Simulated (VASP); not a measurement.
Write the native input for VASP 6.6.1 that does the following.

* Task: single point
* Functional: LDA
* Potentials or basis: VASP PAW LDA potentials, release 64 (Sb)
* Cutoff: 520 eV
* k mesh: 9 × 9 × 9
* Occupations: methfessel-paxton, width 0.2 eV
* Spin: no spin polarisation
* Dipole correction: no
* Further INCAR settings: ALGO = Normal; EDIFF = 1e-06; NBANDS = 12

The structure of Sb lies in POSCAR:

```
Sb
1.0
    2.1456002536      1.2387628840      3.6587425366
   -2.1456002536      1.2387628840      3.6587425366
    0.0000000000     -2.4775257680      3.6587425366
Sb
2
Direct
    0.2359371474      0.2359371474      0.2359371474
    0.7640628526      0.7640628526      0.7640628526
```

One way to write it, as run:

INCAR

```
SYSTEM = Sb
ALGO = Normal ; EDIFF = 1E-6
ENCUT = 520 ; ISIF = 2
ISMEAR = 1 ; LASPH = .True.
LCHARG = .False. ; LREAL = .False.
LWAVE = .False. ; NBANDS = 12
NELM = 80 ; PREC = Accurate
SIGMA = 0.2
```

KPOINTS

```
k-points
0
Gamma
  9 9 9
  0 0 0
```

Potentials or basis: VASP PAW LDA potentials, release 64 (Sb).

The run is started by

```sh
$ cat potpaw_LDA.64/Sb/POTCAR > POTCAR
$ mpirun -np 1 vasp_std > vasp.out
```

It gave:

| Item | Value |
| --- | --- |
| Pressure | 0.3 GPa |
| Largest force | 0.034 eV/Å |

It took 38 s on 1 thread of AMD EPYC 7R43 64-Core Processor (Zen 3), on a shared host, peak memory 0.16 GiB.
